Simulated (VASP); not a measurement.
# BaTiO3 (Pm-3m) in VASP: dielectric tensor with r2SCAN

Aim: the dielectric tensor of BaTiO3 with r2SCAN.

Everything below comes from runs of VASP 6.6.1. Logs are shortened: lines on timing, memory, paths and dates and some standing lists are left out, and cuts for length are marked.

## (1) The cell of the first run

Symmetry: Pm-3m, No. 221, cubic system. Conventional cell: a = 3.994 Å, b = 3.994 Å, c = 3.994 Å, α = 90.00°, β = 90.00°, γ = 90.00°. Within 3.7 Å of Ba (site symmetry m-3m) lie 12 O at 2.82 Å and 8 Ti at 3.46 Å. Ti (site symmetry m-3m) has 6 O at 2.00 Å within 2.6 Å. O (site symmetry 4/mmm) has 2 Ti at 2.00 Å within 2.6 Å.

## (2) Dielectric tensor, r2SCAN

File INCAR:

```
SYSTEM = BaTiO3
PREC = Accurate ; ENCUT = 580
EDIFF = 1E-8 ; ISMEAR = 0
SIGMA = 0.01 ; LREAL = .FALSE.
LASPH = .TRUE. ; NELM = 300
ALGO = All ; ISIF = 2
LWAVE = .FALSE. ; LCHARG = .FALSE.
METAGGA = R2SCAN ; LMIXTAU = .TRUE.
LCALCEPS = .TRUE. ; GGA_COMPAT = .FALSE.
ISEARCH = 1 ; KPAR = 4
```

File KPOINTS:

```
Automatic mesh
0
G
  6 6 6
  0 0 0
```

File POSCAR:

```
BaTiO3
1.0
    3.9940965204      0.0000000000      0.0000000000
    0.0000000000      3.9940965204      0.0000000000
    0.0000000000      0.0000000000      3.9940965204
Ba Ti O
1 1 3
Direct
    0.0000000000      0.0000000000      0.0000000000
    0.5000000000      0.5000000000      0.5000000000
    0.5000000000      0.5000000000      0.0000000000
    0.5000000000      0.0000000000      0.5000000000
    0.0000000000      0.5000000000      0.5000000000
```

Potentials or basis: VASP PAW PBE potentials, release 64 (Ba_sv, Ti_sv, O).

The run is started by

```sh
$ cat potpaw_PBE.64/Ba_sv/POTCAR potpaw_PBE.64/Ti_sv/POTCAR potpaw_PBE.64/O/POTCAR > POTCAR
$ mpirun -np 4 vasp_std > vasp.out
```

OUTCAR:

```text
SYSTEM = BaTiO3
   PREC = Accurate
   ENCUT = 580
   EDIFF = 1E-8
   ISMEAR = 0
   LREAL = .FALSE.
   LASPH = .TRUE.
   NELM = 300
   ISIF = 2
   METAGGA = R2SCAN

 ion  position               nearest neighbor table
   1  0.000  0.000  0.000-   3 2.82   4 2.82   5 2.82   4 2.82   5 2.82   3 2.82   5 2.82   5 2.82
                             3 2.82   4 2.82   4 2.82   3 2.82   2 3.46   2 3.46   2 3.46   2 3.46
   2  0.500  0.500  0.500-   3 2.00   4 2.00   5 2.00   3 2.00   4 2.00   5 2.00   1 3.46   1 3.46
                             1 3.46   1 3.46   1 3.46   1 3.46   1 3.46   1 3.46
   3  0.500  0.500  0.000-   2 2.00   2 2.00   1 2.82   1 2.82   1 2.82   1 2.82
   4  0.500  0.000  0.500-   2 2.00   2 2.00   1 2.82   1 2.82   1 2.82   1 2.82
   5  0.000  0.500  0.500-   2 2.00   2 2.00   1 2.82   1 2.82   1 2.82   1 2.82

  LATTYP: Found a simple cubic cell.
 ALAT       =     3.9940965204

  Lattice vectors:

 A1 = (   3.9940965204,   0.0000000000,   0.0000000000)
 A2 = (   0.0000000000,   3.9940965204,   0.0000000000)
 A3 = (   0.0000000000,   0.0000000000,   3.9940965204)

Analysis of symmetry for initial positions (statically):
=====================================================================
 Subroutine PRICEL returns:
 Original cell was already a primitive cell.

 Routine SETGRP: Setting up the symmetry group for a
 simple cubic supercell.

 Subroutine GETGRP returns: Found 48 space group operations
 (whereof 48 operations were pure point group operations)
 out of a pool of 48 trial point group operations.

The static configuration has the point symmetry O_h .

Analysis of symmetry for dynamics (positions and initial velocities):
=====================================================================
 Subroutine PRICEL returns:
 Original cell was already a primitive cell.

 Routine SETGRP: Setting up the symmetry group for a
 simple cubic supercell.

 Subroutine GETGRP returns: Found 48 space group operations
 (whereof 48 operations were pure point group operations)
 out of a pool of 48 trial point group operations.

The dynamic configuration has the point symmetry O_h .

 Subroutine INISYM returns: Found 48 space group operations
 (whereof 48 operations are pure point group operations),
 and found     1 'primitive' translations

----------------------------------------------------------------------------------------

                                     Primitive cell

  volume of cell :      63.7171

  direct lattice vectors                    reciprocal lattice vectors
     3.994096520  0.000000000  0.000000000     0.250369513  0.000000000  0.000000000
     0.000000000  3.994096520  0.000000000     0.000000000  0.250369513  0.000000000
     0.000000000  0.000000000  3.994096520     0.000000000  0.000000000  0.250369513

  length of vectors
     3.994096520  3.994096520  3.994096520     0.250369513  0.250369513  0.250369513

  position of ions in fractional coordinates (direct lattice)
     0.000000000  0.000000000  0.000000000
     0.500000000  0.500000000  0.500000000
     0.500000000  0.500000000  0.000000000
     0.500000000  0.000000000  0.500000000
     0.000000000  0.500000000  0.500000000

  ion indices of the primitive-cell ions
   primitive index   ion index
                 1           1
                 2           2
                 3           3
                 4           4
                 5           5

----------------------------------------------------------------------------------------

 KPOINTS: Automatic mesh

Automatic generation of k-mesh.
 Grid dimensions read from file:
 generate k-points for:    6    6    6

 Generating k-lattice:

  Cartesian coordinates                     Fractional coordinates (reciprocal lattice)
     0.041728252  0.000000000  0.000000000     0.166666667  0.000000000  0.000000000
     0.000000000  0.041728252  0.000000000     0.000000000  0.166666667  0.000000000
     0.000000000  0.000000000  0.041728252     0.000000000  0.000000000  0.166666667

  Length of vectors
     0.041728252  0.041728252  0.041728252

  Shift w.r.t. Gamma in fractional coordinates (k-lattice)
     0.000000000  0.000000000  0.000000000
[... 45 lines left out ...]
   NELM   =    300;   NELMIN=  2; NELMDL= -5     # of ELM steps
   EDIFF  = 0.1E-07   stopping-criterion for ELM
   LREAL  =      F    real-space projection
   EDIFFG = 0.1E-06   stopping-criterion for IOM
   NSW    =      0    number of steps for IOM
   IBRION =     -1    ionic relax: 0-MD 1-quasi-New 2-CG
   NFREE  =      0    steps in history (QN), initial steepest desc. (CG)
   ISIF   =      2    stress and relaxation
   ISYM   =      2    0-nonsym 1-usesym 2-fastsym
   POTIM  = 0.5000    time-step for ionic-motion
   TEBEG  =    0.0;   TEEND  =   0.0 temperature during run
   PSTRESS=    0.0 pullay stress
   NELECT =      40.0000    total number of electrons
   NUPDOWN=      -1.0000    fix difference up-down
   EMIN   =  10.00;   EMAX   =-10.00  energy-range for DOS
   EFERMI =   0.00;   METHOD = LEGACY
   ISMEAR =     0;   SIGMA  =   0.01  broadening in eV -4-tet -1-fermi 0-gaus
   EFERMI_NEDOS =   21; number of points for ismear=-14 and -15
   IALGO  =     58    algorithm
   IMIX   =      4    mixing-type and parameters
     AMIX     =   0.40;   BMIX     =  1.00
     AMIX_MAG =   1.60;   BMIX_MAG =  1.00
  volume/ion in A,a.u.               =      12.74        86.00
  Fermi-wavevector in a.u.,A,eV,Ry     =   1.401768  2.648958 26.734832  1.964955
  Thomas-Fermi vector in A             =   2.524597
   LORBIT       =      0    0 simple, 1 ext, 2 COOP (PROOUT), +10 PAW based schemes
   METAGGA = R2SCAN    functional components
   LHFCALC =     F    Hartree Fock is set to
   AEXX    =    0.0000 exact exchange contribution
   IVDW    =     0    specifies the selected vdW correction
   LEPSILON=     F    determine dielectric tensor
   LRPA    =     F    only Hartree local field effects (RPA)
   LRPA       =     F
 non-spin polarized calculation
 Gauss-broadening in eV      SIGMA  =   0.01
  energy-cutoff  :      580.00
  volume of cell :       63.72
 maximum number of plane-waves:      2048
 NGX is ok and might be reduce to    32
   NGX = 15   NGY = 15   NGZ = 15

 Total electronic dipole moment: p[elc]=(     0.01763     0.00000     0.00000 ) |e| Angst

 number of electron      39.9999992 magnetization

 Free energy of the ion-electron system (eV)
  ---------------------------------------------------
  ext. energy  EPLUGINS =         0.00000000
  ---------------------------------------------------
  free energy    TOTEN  =       -74.23580734 eV

  energy without entropy =      -74.23580734  energy(sigma->0) =      -74.23580734

 E-fermi :   3.7710     XC(G=0): -11.9548

 val. band max:        3.5797058601   @ k =   0.5000   0.5000   0.5000
 cond. band min:   10000.0000000000   @ k =   0.0000   0.0000   0.0000
 fundamental gap:   9996.4202941399
 Fermi energy:         3.7709794395

 k-point     1 :       0.0000    0.0000    0.0000
  band No.  band energies     occupation
      1     -55.2737      2.00000
      2     -30.4356      2.00000
      3     -30.4356      2.00000
      4     -30.4356      2.00000
      5     -21.8759      2.00000
      6     -14.2958      2.00000
[... 637 lines left out ...]
     23   10000.0000      0.00000
     24   10000.0000      0.00000

 [... further k-points ...]

------------------------ aborting loop because EDIFF is reached ----------------------------------------

            Ionic dipole moment: p[ion]=(   -47.92916   -47.92916   -47.92916 ) |e| Angst

 Total electronic dipole moment: p[elc]=(    -0.00000    -0.00000     0.01764 ) |e| Angst

 MACROSCOPIC STATIC DIELECTRIC TENSOR (including local field effects)
 ------------------------------------------------------
           6.008318    -0.000000     0.000000
          -0.000000     6.008318     0.000000
          -0.000000    -0.000000     6.008318
 ------------------------------------------------------

 PIEZOELECTRIC TENSOR (including local field effects) (e Angst)
          XX          YY          ZZ          XY          YZ          ZX
  --------------------------------------------------------------------------------
  x     0.00000     0.00000     0.00000     0.00000     0.00000     0.00000
  y     0.00000     0.00000     0.00000     0.00000     0.00000     0.00000
  z     0.00000     0.00000     0.00000     0.00000     0.00000     0.00000

 PIEZOELECTRIC TENSOR (including local field effects) (C/m^2)
          XX          YY          ZZ          XY          YZ          ZX
  --------------------------------------------------------------------------------
  x     0.00000     0.00000     0.00000     0.00000     0.00000     0.00000
  y     0.00000     0.00000     0.00000     0.00000     0.00000     0.00000
  z     0.00000     0.00000     0.00000     0.00000     0.00000     0.00000

 BORN EFFECTIVE CHARGES (including local field effects) (in |e|, cummulative output)
 ---------------------------------------------------------------------------------
 ion    1
    1     2.72405     0.00000    -0.00000
    2    -0.00000     2.72405    -0.00000
    3    -0.00000    -0.00000     2.72405
 ion    2
    1     7.20263    -0.00000    -0.00000
    2     0.00000     7.20263    -0.00000
    3    -0.00000    -0.00000     7.20263
 ion    3
    1    -2.10807     0.00000    -0.00000
    2     0.00000    -2.10807     0.00000
    3    -0.00000     0.00000    -5.71054
 ion    4
    1    -2.10807    -0.00000    -0.00000
    2    -0.00000    -5.71054     0.00000
    3    -0.00000    -0.00000    -2.10807
 ion    5
    1    -5.71054    -0.00000     0.00000
    2     0.00000    -2.10807    -0.00000
    3    -0.00000    -0.00000    -2.10807

  FORCE on cell =-STRESS in cart. coord.  units (eV):
  Direction    XX          YY          ZZ          XY          YZ          ZX
  --------------------------------------------------------------------------------------
  -------------------------------------------------------------------------------------
  Total        0.7556984      0.7556984      0.7556984      0.0000000     -0.0000000      0.0000000
  in kB       19.0021797     19.0021797     19.0021797      0.0000000     -0.0000000      0.0000000
  external PRESSURE =      19.0021797 kB  Pullay stress =       0.0000000 kB

 VOLUME and BASIS-vectors are now :
 -----------------------------------------------------------------------------
  energy-cutoff  :      580.00
  volume of cell :       63.72
      direct lattice vectors                 reciprocal lattice vectors
     3.994096520  0.000000000  0.000000000     0.250369513  0.000000000  0.000000000
     0.000000000  3.994096520  0.000000000     0.000000000  0.250369513  0.000000000
     0.000000000  0.000000000  3.994096520     0.000000000  0.000000000  0.250369513

 POSITION                                       TOTAL-FORCE (eV/Angst)
 -----------------------------------------------------------------------------------
      0.00000      0.00000      0.00000         0.000000      0.000000      0.000000
      1.99705      1.99705      1.99705         0.000000      0.000000      0.000000
      1.99705      1.99705      0.00000         0.000000      0.000000      0.000000
      1.99705      0.00000      1.99705         0.000000      0.000000      0.000000
      0.00000      1.99705      1.99705         0.000000      0.000000      0.000000
 -----------------------------------------------------------------------------------
    total drift:                                0.000000     -0.000000     -0.000000

  FREE ENERGIE OF THE ION-ELECTRON SYSTEM (eV)
  ---------------------------------------------------
  free  energy   TOTEN  =       -74.2358073379 eV

  energy  without entropy=      -74.2358073379  energy(sigma->0) =      -74.23580734
```

Run time: 9.7 min. Hardware: 4 MPI ranks of Intel Xeon 6975P-C (Granite Rapids), shared host; peak memory 0.48 GiB.

Results:

```yaml
Band_gap_on_the_k_mesh: 2.15 eV (least direct gap 2.30 eV)
Electronic_dielectric_tensor_diagonal: 6.01
Born_charges_mean_of_the_diagonal: Ba +2.72; Ti +7.20; O -3.31 e
```

Electronic dielectric tensor:
```
6.01 0.00 0.00
0.00 6.01 0.00
0.00 0.00 6.01
```

Born effective charge tensors (e):
atom 1, Ba
```
2.72 0.00 0.00
0.00 2.72 0.00
0.00 0.00 2.72
```
atom 2, Ti
```
7.20 0.00 0.00
0.00 7.20 0.00
0.00 0.00 7.20
```
atom 3, O
```
-2.11  0.00  0.00
 0.00 -2.11  0.00
 0.00  0.00 -5.71
```
atom 4, O
```
-2.11  0.00  0.00
 0.00 -5.71  0.00
 0.00  0.00 -2.11
```
atom 5, O
```
-5.71  0.00  0.00
 0.00 -2.11  0.00
 0.00  0.00 -2.11
```

Dipole moments of the cell (e·Å, modulo the quantum): ionic -47.929, -47.929, -47.929; electronic 0.000, 0.000, 0.018

Caveat: the PAW data sets were made with another functional, which shifts forces and pressure a little; spin-orbit coupling is left out, which moves the levels of the heavy elements.

The gap in the log of VASP goes by the Fermi energy; the results here count the filled bands.